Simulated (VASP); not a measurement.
## N: single point with r2SCAN

The system is N.

```xyz
20
Lattice="8.0146 0.0000 0.0000 0.0000 8.0146 0.0000 0.0000 0.0000 8.0146" Properties=species:S:1:pos:R:3 pbc="T T T"
N     1.6497    6.5533    3.2242
N     1.5495    6.9126    2.1997
N     2.7724    6.9562    6.9300
N     3.7403    7.5020    7.0102
N     7.2881    7.2374    4.9040
N     7.8308    7.4158    5.8350
N     7.3807    4.6170    7.3857
N     7.6872    4.6533    8.4340
N     7.2833    3.9453    3.8205
N     7.5065    2.8615    3.8298
N     3.5801    4.0644    7.7944
N     3.9420    3.6624    6.8296
N     1.1789    1.6321    1.1046
N     1.7188    1.9155    0.2005
N     6.4951    1.0194    0.1206
N     5.7169    1.5586    0.6554
N     4.9486    7.0556    2.3987
N     5.2914    6.0685    2.0376
N     2.9362    3.6112    3.4827
N     3.6896    2.8623    3.3799
```

| Item | Value |
| --- | --- |
| Program | VASP 6.6.1 |
| Task | single point |
| Functional | r2SCAN |
| Potentials or basis | VASP PAW PBE potentials, release 64 (N_h) |
| Cutoff | 1080 eV |
| k mesh | 1 × 1 × 1 |
| Occupations | fermi-dirac, width 0.05 eV |
| Spin | no spin polarisation |
| Dipole correction | no |
| Further INCAR settings | LREAL = Auto; ALGO = Normal; EDIFF = 1e-06; NBANDS = 66 |

```yaml
Pressure: 0.0 GPa
Largest_force: 4.359 eV/Å
```

Forces in eV/Å, atoms in the order of the input:
```
N    0.093 -0.115  0.394
N   -0.032  0.040 -0.419
N    2.576  1.433  0.201
N   -2.566 -1.441 -0.243
N   -0.152  0.015 -0.083
N    0.063  0.029  0.077
N   -0.035 -0.019 -0.064
N    0.061 -0.002  0.060
N    0.385 -1.899  0.023
N   -0.394  1.892  0.005
N    0.708 -0.627 -1.679
N   -0.576  0.740  1.645
N   -0.131  0.008  0.377
N    0.096 -0.042 -0.337
N    0.553 -0.426 -0.426
N   -0.640  0.495  0.442
N    0.542 -1.637 -0.549
N   -0.579  1.601  0.587
N   -3.057  3.006  0.401
N    3.084 -3.052 -0.412
```

Stress tensor (GPa, compression positive):
```
 0.39 -0.85 -0.10
-0.85 -0.26 -0.35
-0.10 -0.35 -0.01
```

Levels at points of the mesh, in eV from the Fermi level:
```
           k point  band 48  band 49  band 50  band 51  band 52  band 53
(0.00, 0.00, 0.00)    -1.45    -1.36    -1.23     6.89     6.91     6.98
```

It took 12 min on 1 thread of Intel(R) Xeon(R) Platinum 8259CL CPU @ 2.50GHz (Skylake/Cascade Lake) (shared host), peak memory 1.4 GiB.

Caveat: the k points lie up to 0.78 Å⁻¹ apart; the atoms stand as in a frame of molecular dynamics; the PAW data sets were made with another functional, which shifts forces and pressure a little.
